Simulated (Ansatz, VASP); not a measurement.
## One calculation of AlCu, two programs

```xyz
2
Lattice="3.0827 0.0000 0.0000 0.0000 3.0827 0.0000 0.0000 0.0000 3.0827" Properties=species:S:1:pos:R:3 pbc="T T T"
Al    0.0000    0.0000    0.0000
Cu    1.5413    1.5413    1.5413
```

Alike in both runs: task single point; functional PBEsol; k mesh 14 × 14 × 14; occupations gaussian, width 0.1 eV; no spin polarisation.

|  | VASP | Ansatz |
| --- | --- | --- |
| version | VASP 6.6.1 | Ansatz 0.2.0 |
| potentials or method | VASP PAW PBE potentials, release 64 (Al, Cu), cutoff 520 eV | scalar-relativistic, plane waves, PAW |
| valence electrons in the cell | 14 | 22 |

VASP gave:

* gap on the k mesh at the Fermi level (eV): none
* pressure (GPa): -11.1

Q: Which values does Ansatz return?

A: gap on the k mesh at the Fermi level (eV): none; pressure (GPa): -12.0.

VASP's potentials were made for PBE, not for PBEsol. A gap of «none» marks a metal or a gap that the smearing closes. VASP's potentials hold 14 valence electrons a cell and Ansatz's 22, so a difference there can come from the potentials and not from the codes.
